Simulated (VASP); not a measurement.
# HfO2 (Fm-3m) in VASP: a series of runs

Aim: see how the results for HfO2 move with the level of theory and the settings. Levels: PBE+U, PBE. Tasks: single point, relaxation of cell and atoms.

Everything below comes from runs of VASP 6.6.1. Logs are shortened: lines on timing, memory, paths and dates and some standing lists are left out, and cuts for length are marked.

## Step 1: The cell of the first run

It takes space group Fm-3m (No. 225, cubic). The conventional cell has a = 5.190 Å, b = 5.190 Å, c = 5.190 Å, α = 90.00°, β = 90.00°, γ = 90.00°. Hf (site symmetry m-3m) has 8 O at 2.25 Å within 3.0 Å. O (site symmetry -43m) has 4 Hf at 2.25 Å and 6 O at 2.59 Å within 3.0 Å.

## Step 2: Single point, PBE+U

INCAR

```
SYSTEM = HfO2
PREC = Accurate
ENCUT = 520
EDIFF = 1E-6
ISMEAR = -1
SIGMA = 0.05
LREAL = .FALSE.
LASPH = .TRUE.
NELM = 150
ALGO = Normal
ISIF = 2
LWAVE = .FALSE.
LCHARG = .FALSE.
LMAXMIX = 4
LDAU = .TRUE.
LDAUTYPE = 2
LDAUL = 2 -1
LDAUU = 8 0
LDAUJ = 0 0
LDAUPRINT = 1
GGA = PE
NBANDS = 18
```

KPOINTS

```
Automatic mesh
0
G
  9 9 9
  0 0 0
```

POSCAR

```
HfO2
1.0
    0.0000000000      2.5948659888      2.5948659888
    2.5948659888      0.0000000000      2.5948659888
    2.5948659888      2.5948659888      0.0000000000
Hf O
1 2
Direct
    0.0000000000      0.0000000000      0.0000000000
    0.7500000000      0.7500000000      0.7500000000
    0.2500000000      0.2500000000      0.2500000000
```

Potentials or basis: VASP PAW PBE potentials, release 64 (Hf_pv, O).

The run is started by

```sh
> cat potpaw_PBE.64/Hf_pv/POTCAR potpaw_PBE.64/O/POTCAR > POTCAR
> mpirun -np 1 vasp_std > vasp.out
```

OUTCAR:

```text
SYSTEM = HfO2
   PREC = Accurate
   ENCUT = 520
   EDIFF = 1E-6
   ISMEAR = -1
   LREAL = .FALSE.
   LASPH = .TRUE.
   NELM = 150
   ISIF = 2
   GGA = PE

 ion  position               nearest neighbor table
   1  0.000  0.000  0.000-   2 2.25   2 2.25   2 2.25   3 2.25   3 2.25   3 2.25   3 2.25   2 2.25

   2  0.750  0.750  0.750-   1 2.25   1 2.25   1 2.25   1 2.25
   3  0.250  0.250  0.250-   1 2.25   1 2.25   1 2.25   1 2.25

  LATTYP: Found a face centered cubic cell.
 ALAT       =     5.1897319776

  Lattice vectors:

 A1 = (   0.0000000000,   2.5948659888,   2.5948659888)
 A2 = (   2.5948659888,   0.0000000000,   2.5948659888)
 A3 = (   2.5948659888,   2.5948659888,   0.0000000000)

Analysis of symmetry for initial positions (statically):
=====================================================================
 Subroutine PRICEL returns:
 Original cell was already a primitive cell.

 Routine SETGRP: Setting up the symmetry group for a
 face centered cubic supercell.

 Subroutine GETGRP returns: Found 48 space group operations
 (whereof 48 operations were pure point group operations)
 out of a pool of 48 trial point group operations.

The static configuration has the point symmetry O_h .

Analysis of symmetry for dynamics (positions and initial velocities):
=====================================================================
 Subroutine PRICEL returns:
 Original cell was already a primitive cell.

 Routine SETGRP: Setting up the symmetry group for a
 face centered cubic supercell.

 Subroutine GETGRP returns: Found 48 space group operations
 (whereof 48 operations were pure point group operations)
 out of a pool of 48 trial point group operations.

The dynamic configuration has the point symmetry O_h .

 Subroutine INISYM returns: Found 48 space group operations
 (whereof 48 operations are pure point group operations),
 and found     1 'primitive' translations

----------------------------------------------------------------------------------------

                                     Primitive cell

[... 144 lines left out ...]

spin component  2

  0.1415 -0.0000 -0.0000  0.0000  0.0000
 -0.0000  0.1415 -0.0000  0.0000  0.0000
 -0.0000 -0.0000  0.0394  0.0000 -0.0000
  0.0000  0.0000  0.0000  0.1415 -0.0000
  0.0000  0.0000 -0.0000 -0.0000  0.0394

 occupancies and eigenvectors

  o =  0.0394  v =  0.0000  0.0000 -0.9996  0.0000 -0.0292  0.0000  0.0000  0.0000  0.0000  0.0000      0.0000  0.0000  0.0000  0.0000  0.0000  0.0000  0.0000  0.0000  0.0000  0.0000
  o =  0.0394  v =  0.0000  0.0000  0.0000  0.0000  0.0000  0.0000  0.0000 -0.9996  0.0000 -0.0292      0.0000  0.0000  0.0000  0.0000  0.0000  0.0000  0.0000  0.0000  0.0000  0.0000
  o =  0.0394  v =  0.0000 -0.0000  0.0292 -0.0000 -0.9996  0.0000  0.0000  0.0000  0.0000  0.0000      0.0000  0.0000  0.0000  0.0000  0.0000  0.0000  0.0000  0.0000  0.0000  0.0000
  o =  0.0394  v =  0.0000  0.0000  0.0000  0.0000  0.0000  0.0000 -0.0000  0.0292 -0.0000 -0.9996      0.0000  0.0000  0.0000  0.0000  0.0000  0.0000  0.0000  0.0000  0.0000  0.0000
  o =  0.1415  v =  0.0000  0.0000  0.0000  0.0000  0.0000  1.0000  0.0000  0.0000  0.0000  0.0000      0.0000  0.0000  0.0000  0.0000  0.0000  0.0000  0.0000  0.0000  0.0000  0.0000
  o =  0.1415  v =  1.0000  0.0000  0.0000  0.0000  0.0000  0.0000  0.0000  0.0000  0.0000  0.0000      0.0000  0.0000  0.0000  0.0000  0.0000  0.0000  0.0000  0.0000  0.0000  0.0000
  o =  0.1415  v =  0.0000 -0.0045 -0.0000 -1.0000  0.0000  0.0000  0.0000  0.0000  0.0000  0.0000      0.0000  0.0000  0.0000  0.0000  0.0000  0.0000  0.0000  0.0000  0.0000  0.0000
  o =  0.1415  v =  0.0000  0.0000  0.0000  0.0000  0.0000  0.0000 -0.0045 -0.0000 -1.0000  0.0000      0.0000  0.0000  0.0000  0.0000  0.0000  0.0000  0.0000  0.0000  0.0000  0.0000
  o =  0.1415  v =  0.0000  0.0000  0.0000  0.0000  0.0000  0.0000  1.0000  0.0000 -0.0045 -0.0000      0.0000  0.0000  0.0000  0.0000  0.0000  0.0000  0.0000  0.0000  0.0000  0.0000
  o =  0.1415  v =  0.0000  1.0000  0.0000 -0.0045 -0.0000  0.0000  0.0000  0.0000  0.0000  0.0000      0.0000  0.0000  0.0000  0.0000  0.0000  0.0000  0.0000  0.0000  0.0000  0.0000

 number of electron      21.9999998 magnetization

 Free energy of the ion-electron system (eV)
  ---------------------------------------------------
  ext. energy  EPLUGINS =         0.00000000
  ---------------------------------------------------
  free energy    TOTEN  =       -26.19113040 eV

  energy without entropy =      -26.19113040  energy(sigma->0) =      -26.19113040

 E-fermi :   5.2546     XC(G=0): -11.4763

 val. band max:        4.1966373578   @ k =  -0.4444   0.4444   0.0000
 cond. band min:       8.8983163396   @ k =   0.4444   0.4444   0.0000
 fundamental gap:      4.7016789818
 Fermi energy:         5.2545696974

 k-point     1 :       0.0000    0.0000    0.0000
  band No.  band energies     occupation
      1     -27.1390      2.00000
      2     -27.1390      2.00000
      3     -27.1390      2.00000
      4     -14.1735      2.00000
      5     -11.3670      2.00000
      6      -0.2824      2.00000
[... 481 lines left out ...]
      5     -12.3142      2.00000
      6      -1.6744      2.00000
[... 10 lines left out ...]
     17      15.1977      0.00000
     18      15.6957      0.00000

 [... further k-points ...]

------------------------ aborting loop because EDIFF is reached ----------------------------------------

  FORCE on cell =-STRESS in cart. coord.  units (eV):
  Direction    XX          YY          ZZ          XY          YZ          ZX
  --------------------------------------------------------------------------------------
  -------------------------------------------------------------------------------------
  Total        0.9303678      0.9303678      0.9303678      0.0000000     -0.0000000      0.0000000
  in kB       42.6570133     42.6570133     42.6570133      0.0000000     -0.0000000      0.0000000
  external PRESSURE =      42.6570133 kB  Pullay stress =       0.0000000 kB

 VOLUME and BASIS-vectors are now :
 -----------------------------------------------------------------------------
  energy-cutoff  :      520.00
  volume of cell :       34.94
      direct lattice vectors                 reciprocal lattice vectors
     0.000000000  2.594865989  2.594865989    -0.192688178  0.192688178  0.192688178
     2.594865989  0.000000000  2.594865989     0.192688178 -0.192688178  0.192688178
     2.594865989  2.594865989  0.000000000     0.192688178  0.192688178 -0.192688178

 POSITION                                       TOTAL-FORCE (eV/Angst)
 -----------------------------------------------------------------------------------
      0.00000      0.00000      0.00000         0.000000      0.000000      0.000000
      3.89230      3.89230      3.89230        -0.000000     -0.000000     -0.000000
      1.29743      1.29743      1.29743         0.000000      0.000000     -0.000000
 -----------------------------------------------------------------------------------
    total drift:                                0.000000      0.000000      0.000000

  FREE ENERGIE OF THE ION-ELECTRON SYSTEM (eV)
  ---------------------------------------------------
  free  energy   TOTEN  =       -26.1911304014 eV

  energy  without entropy=      -26.1911304013  energy(sigma->0) =      -26.19113040
```

Run time: 33 s. Hardware: 1 thread of Intel Xeon 8259CL, shared host; peak memory 0.17 GiB.

What came out:

| Item | Value |
| --- | --- |
| Free energy | -26.1911 eV |
| Pressure | 4.3 GPa |
| Band gap on the k mesh | 4.70 eV (least direct gap 4.82 eV) |

Eigenvalues of the final occupation matrices:
```
    site  spin  trace               eigenvalues
site 1 d     1   0.50  0.04 0.04 0.14 0.14 0.14
site 1 d     2   0.50  0.04 0.04 0.14 0.14 0.14
```

Caveat: the cell stands under pressure; spin-orbit coupling is left out, which moves the levels of the heavy elements; an odd mesh through Γ misses points on the zone boundary, where band edges can lie.

## Step 3: Relaxation of cell and atoms, PBE

This run uses another cell than the first one, of 11.15 Å³/atom.

INCAR

```
ALGO = Normal
EDIFF = 1E-6
EDIFFG = -0.01
ENCUT = 600
GGA = PE
IBRION = 2
ISIF = 3
ISMEAR = -1
LASPH = T
LCHARG = F
LREAL = F
LWAVE = F
NELM = 60
NSW = 60
PREC = Accurate
SIGMA = 0.05
```

KPOINTS

```
k-points
0
Gamma
  9 9 9
```

POSCAR

```
HfO2
1.0
    0.0000000000      2.5575000000      2.5575000000
    2.5575000000      0.0000000000      2.5575000000
    2.5575000000      2.5575000000      0.0000000000
Hf O
1 2
Direct
    0.0000000000      0.0000000000      0.0000000000
    0.7500000000      0.7500000000      0.7500000000
    0.2500000000      0.2500000000      0.2500000000
```

Potentials or basis: VASP PAW PBE potentials, release 64 (Hf_pv, O).

The run is started by

```sh
> cat potpaw_PBE.64/Hf_pv/POTCAR potpaw_PBE.64/O/POTCAR > POTCAR
> mpirun -np 1 vasp_std > vasp.out
```

OUTCAR:

```text
EDIFF = 1E-6
   EDIFFG = -0.01
   ENCUT = 600
   GGA = PE
   IBRION = 2
   ISIF = 3
   ISMEAR = -1
   LASPH = T
   LREAL = F
   NELM = 60
   NSW = 60
   PREC = Accurate

 ion  position               nearest neighbor table
   1  0.000  0.000  0.000-   2 2.21   2 2.21   2 2.21   2 2.21   3 2.21   3 2.21   3 2.21   3 2.21

   2  0.750  0.750  0.750-   1 2.21   1 2.21   1 2.21   1 2.21
   3  0.250  0.250  0.250-   1 2.21   1 2.21   1 2.21   1 2.21

  LATTYP: Found a face centered cubic cell.
 ALAT       =     5.1150000000

  Lattice vectors:

 A1 = (   0.0000000000,   2.5575000000,   2.5575000000)
 A2 = (   2.5575000000,   0.0000000000,   2.5575000000)
 A3 = (   2.5575000000,   2.5575000000,   0.0000000000)

Analysis of symmetry for initial positions (statically):
=====================================================================
 Subroutine PRICEL returns:
 Original cell was already a primitive cell.

 Routine SETGRP: Setting up the symmetry group for a
 face centered cubic supercell.

 Subroutine GETGRP returns: Found 48 space group operations
 (whereof 48 operations were pure point group operations)
 out of a pool of 48 trial point group operations.

The static configuration has the point symmetry O_h .

Analysis of symmetry for dynamics (positions and initial velocities):
=====================================================================
 Subroutine PRICEL returns:
[... 238 lines left out ...]
  ext. energy  EPLUGINS =         0.00000000
  ---------------------------------------------------
  free energy    TOTEN  =       -30.25604111 eV

  energy without entropy =      -30.25604111  energy(sigma->0) =      -30.25604111

 E-fermi :   5.2671     XC(G=0): -11.8353

 val. band max:        4.2207554742   @ k =  -0.4444   0.4444   0.0000
 cond. band min:       8.1327382249   @ k =   0.4444   0.4444   0.0000
 fundamental gap:      3.9119827507
 Fermi energy:         5.2670841254

 k-point     1 :       0.0000    0.0000    0.0000
  band No.  band energies     occupation
      1     -25.4174      2.00000
      2     -25.4174      2.00000
      3     -25.4174      2.00000
      4     -14.4553      2.00000
      5     -11.4261      2.00000
      6      -1.0663      2.00000
      7      -1.0663      2.00000
      8      -1.0663      2.00000
      9       3.6652      2.00000
     10       3.6652      2.00000
     11       3.6652      2.00000
     12       8.1530      0.00000
     13       8.1530      0.00000
     14      10.1063      0.00000
[... 401 lines left out ...]
      2     -25.5363      2.00000
      3     -25.5363      2.00000
      4     -12.6779      2.00000
      5     -12.3749      2.00000
      6      -2.0540      2.00000
      7       0.6941      2.00000
      8       0.6941      2.00000
      9       2.8511      2.00000
     10       2.8511      2.00000
     11       4.0280      2.00000
     12       8.1327      0.00000
     13       9.7119      0.00000
     14      11.1164      0.00000
     15      12.4477      0.00000

 [... further k-points ...]

------------------------ aborting loop because EDIFF is reached ----------------------------------------

  FORCE on cell =-STRESS in cart. coord.  units (eV):
  Direction    XX          YY          ZZ          XY          YZ          ZX
  --------------------------------------------------------------------------------------
  -------------------------------------------------------------------------------------
  Total       -0.0057576     -0.0057576     -0.0057576      0.0000000      0.0000000     -0.0000000
  in kB       -0.2829798     -0.2829798     -0.2829798      0.0000000      0.0000000     -0.0000000
  external PRESSURE =      -0.2829798 kB  Pullay stress =       0.0000000 kB
[... 18 lines left out ...]
  FREE ENERGIE OF THE ION-ELECTRON SYSTEM (eV)
  ---------------------------------------------------
  free  energy   TOTEN  =       -30.2560411147 eV

  energy  without entropy=      -30.2560411147  energy(sigma->0) =      -30.25604111

 reached required accuracy - stopping structural energy minimisation
```

CONTCAR:

```text
HfO2
   1.00000000000000
    -0.0000000000000000    2.5354566753442849    2.5354566753442849
     2.5354566753442849    0.0000000000000000    2.5354566753442849
     2.5354566753442849    2.5354566753442849    0.0000000000000000
  Hf              O
     1     2
Direct
     0.0000000000000000    0.0000000000000000    0.0000000000000000
     0.7500000000000000    0.7500000000000000    0.7500000000000000
     0.2500000000000000    0.2500000000000000    0.2500000000000000

  0.00000000E+00  0.00000000E+00  0.00000000E+00
  0.00000000E+00  0.00000000E+00  0.00000000E+00
  0.00000000E+00  0.00000000E+00  0.00000000E+00
```

Run time: 90 s. Hardware: 1 thread of Intel Xeon 8259CL, shared host; peak memory 0.19 GiB.

What came out:

```
Free energy                           : -30.2560 eV
Relaxed volume                        : 10.87 Å³/atom
Relaxed cell                          : a = 3.586 Å, b = 3.586 Å, c = 3.586 Å, α = 60.00°, β = 60.00°, γ = 60.00°
Space group after relaxing (to 0.1 Å) : Fm-3m (No. 225)
Energy gained by relaxing             : 5.7 meV/atom
Ionic steps                           : 3
Pressure after relaxing               : 0.0 GPa
Band gap on the k mesh                : 3.91 eV (least direct gap 4.03 eV)
```

Step by step:
```tsv
step	energy change (eV)	largest force (eV/Å)	pressure (GPa)	volume (Å³)
1	0.0000	0.0000	-6.23	33.46
2	0.0193	0.0000	10.18	31.40
3	-0.0172	0.0000	-0.03	32.60
```

Final structure:
```
Hf O
1.0
     0.00000    2.53546    2.53546
     2.53546    0.00000    2.53546
     2.53546    2.53546    0.00000
Hf O
1 2
Direct
  0.00000 0.00000 0.00000
  0.75000 0.75000 0.75000
  0.25000 0.25000 0.25000
```

Caveat: spin-orbit coupling is left out, which moves the levels of the heavy elements; an odd mesh through Γ misses points on the zone boundary, where band edges can lie.
